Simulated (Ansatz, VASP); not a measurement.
## Cu: VASP beside Ansatz

The input POSCAR:

```
Cu
1.0
    0.0000000000      1.8075000000      1.8075000000
    1.8075000000      0.0000000000      1.8075000000
    1.8075000000      1.8075000000      0.0000000000
Cu
1
Direct
    0.0000000000      0.0000000000      0.0000000000
```

INCAR.step1

```
SYSTEM = Cu
PREC     = Accurate       ! precision mode
ENCUT    = 600            ! plane-wave cutoff, eV
ISMEAR   = 0              ! smearing method
SIGMA    = 0.1            ! smearing width, eV
LREAL    = .FALSE.        ! projectors in reciprocal space
LASPH    = .TRUE.         ! aspherical terms in the spheres
NELM     = 80             ! most SCF steps
GGA      = PE             ! functional
ALGO     = Normal         ! electronic algorithm
EDIFF    = 1E-4           ! SCF threshold, eV
LWAVE    = .TRUE.         ! write WAVECAR
LCHARG   = .FALSE.        ! write CHGCAR
```

The input INCAR.step2:

```
SYSTEM = Cu
PREC     = Accurate       ! precision mode
ENCUT    = 600            ! plane-wave cutoff, eV
EDIFF    = 1E-7           ! SCF threshold, eV
ISMEAR   = 0              ! smearing method
SIGMA    = 0.1            ! smearing width, eV
LREAL    = .FALSE.        ! projectors in reciprocal space
LASPH    = .TRUE.         ! aspherical terms in the spheres
NELM     = 80             ! most SCF steps
ALGO     = Normal         ! electronic algorithm
ISIF     = 3              ! what is computed and relaxed
LWAVE    = .FALSE.        ! write WAVECAR
LCHARG   = .FALSE.        ! write CHGCAR
METAGGA  = R2SCAN         ! meta-GGA
LMIXTAU  = .TRUE.       
IBRION   = 2              ! ionic algorithm
NSW      = 100            ! ionic steps
EDIFFG   = -0.005         ! ionic threshold
ISTART   = 1
```

The input KPOINTS:

```
Automatic mesh
0
G
  20 20 20
  0 0 0
```

Input for Ansatz:

```yaml
crystal:
  lattice:
    - [0.0, 1.8075, 1.8075]
    - [1.8075, 0.0, 1.8075]
    - [1.8075, 1.8075, 0.0]
  atoms:
    - { symbol: Cu, position: [0.0, 0.0, 0.0] }
basis:
  ecutwfc: 500
kpoints:
  mp_grid: { grid: [20, 20, 20] }
hamiltonian:
  xc: r2scan
scf:
  occupations: { method: gaussian, width: 0.1 }
output:
  forces: true
  stress: true
  eigenvalues: true
relax:
  adjacent_minimum: "off"
  f_tol: 0.005
  max_steps: 80
  cell: { stress_tol: 0.05 }
```

Alike in both runs: task relaxation of cell and atoms; functional r2SCAN; k mesh 20 × 20 × 20; occupations gaussian, width 0.1 eV; no spin polarisation.

|  | VASP | Ansatz |
| --- | --- | --- |
| version | VASP 6.6.1 | Ansatz 0.2.0 |
| potentials or method | VASP PAW PBE potentials, release 64 (Cu), cutoff 600 eV | scalar-relativistic, plane waves, PAW |
| valence electrons in the cell | 11 | 19 |

|  | VASP | Ansatz | Ansatz less VASP |
| --- | --- | --- | --- |
| gap on the k mesh at the Fermi level, each at its own relaxed structure (eV) | none | none | - |
| relaxed volume (Å³/atom) | 11.49 | 11.44 | -0.049 |
| relaxed cell length with the largest relative difference (Å) | 2.533 | 2.529 | -0.0036 |

VASP's potentials were made for PBE, not for r2SCAN. A gap of «none» marks a metal or a gap that the smearing closes. VASP's potentials hold 11 valence electrons a cell and Ansatz's 19, so a difference there can come from the potentials and not from the codes.
